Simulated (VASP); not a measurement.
Input of a VASP 6.6.1 run:

Contents of POSCAR:

```
ZnSe
1.0
    0.0000000000      2.8324246788      2.8324246788
    2.8324246788      0.0000000000      2.8324246788
    2.8324246788      2.8324246788      0.0000000000
Zn Se
1 1
Direct
    0.0000000000      0.0000000000      0.0000000000
    0.2500000000      0.2500000000      0.2500000000
```

File INCAR.step1:

```
PREC = Accurate
ENCUT = 520
EDIFF = 1E-5
ISMEAR = 0
SIGMA = 0.01
LREAL = False
LASPH = True
NELM = 100
ALGO = Normal
ISIF = 2
LWAVE = True
GGA = PE
NBANDS = 16
```

The input INCAR.step2:

```
PREC = Accurate
ENCUT = 520
EDIFF = 1E-6
ISMEAR = 0
SIGMA = 0.01
LREAL = False
LASPH = True
NELM = 100
ALGO = Normal
ISIF = 2
LWAVE = False
LCHARG = True
GGA = PE
LHFCALC = True
AEXX = 0.3
PRECFOCK = Normal
LELF = True
LVHAR = True
ISTART = 1
NBANDS = 16
```

Contents of KPOINTS:

```
Automatic mesh
0
Gamma
  4 4 4
```

Potentials or basis: VASP PAW PBE potentials, release 64 (Zn, Se).

Command:

```bash
$ cat potpaw_PBE.64/Zn/POTCAR potpaw_PBE.64/Se/POTCAR > POTCAR
$ cp INCAR.step1 INCAR
$ mpirun -np 1 vasp_std > vasp.out
$ cp INCAR.step2 INCAR
$ mpirun -np 1 vasp_std > vasp.out
```

Task: Estimate the band gap on the k mesh.

Result: 3.53 eV.

Task: What does it give for the pressure?

Result: 1.0 GPa.

Caveat: the k points lie up to 0.48 Å⁻¹ apart; the PAW data sets were made with another functional, which shifts forces and pressure a little.
